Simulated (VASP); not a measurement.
Write the native input for VASP 6.6.1 that does the following.

```
Task                   : relaxation of cell and atoms
Functional             : PBE
Potentials or basis    : VASP PAW PBE potentials, release 64 (Ge_d, Se)
Cutoff                 : 600 eV
k mesh                 : 6 × 6 × 6
Occupations            : gaussian, width 0.1 eV
Spin                   : no spin polarisation
Dipole correction      : no
Further INCAR settings : ALGO = Normal; EDIFF = 1e-06; IBRION = 2; EDIFFG = -0.04; NSW = 90; ISIF = 3
```

The structure of GeSe3 lies in POSCAR:

```
GeSe3
1.0
   -2.2106147201      2.2106147201      4.9379965177
    2.2106147201     -2.2106147201      4.9379965177
    2.2106147201      2.2106147201     -4.9379965177
Ge Se
1 3
Direct
    0.0000000000      0.0000000000      0.0000000000
    0.5000000000      0.5000000000      0.0000000000
    0.2500000000      0.7500000000      0.5000000000
    0.7500000000      0.2500000000      0.5000000000
```

These files were run (other wordings do the same):

INCAR

```
PREC = Accurate ; ENCUT = 600
EDIFF = 1E-6 ; ISMEAR = 0
SIGMA = 0.1 ; LREAL = False
LASPH = True ; NELM = 100
ALGO = Normal ; ISIF = 3
LWAVE = False ; LCHARG = False
GGA = PE ; IBRION = 2
NSW = 90 ; EDIFFG = -0.04
```

KPOINTS

```
Automatic mesh
0
Gamma
  6 6 6
```

Potentials or basis: VASP PAW PBE potentials, release 64 (Ge_d, Se).

Launch:

```bash
$ cat potpaw_PBE.64/Ge_d/POTCAR potpaw_PBE.64/Se/POTCAR > POTCAR
$ mpirun -np 1 vasp_std > vasp.out
```

Results of the run:

```
Relaxed volume                        : 26.79 Å³/atom
Relaxed cell                          : a = 7.944 Å, b = 7.944 Å, c = 7.944 Å, α = 152.44°, β = 152.44°, γ = 39.38°
Space group after relaxing (to 0.1 Å) : I4/mmm (No. 139)
Energy gained by relaxing             : 331.1 meV/atom
Ionic steps                           : 15
Pressure after relaxing               : 0.1 GPa
Band gap on the k mesh                : zero (bands 16 and 17 overlap by 1.84 eV)
```

Caveat: a cell axis changed by over 15 % at a fixed basis, so the end point is rough.

Run time: 10 min on 1 thread of Intel(R) Xeon(R) 6975P-C (Granite Rapids), on a shared host, peak memory 0.38 GiB.
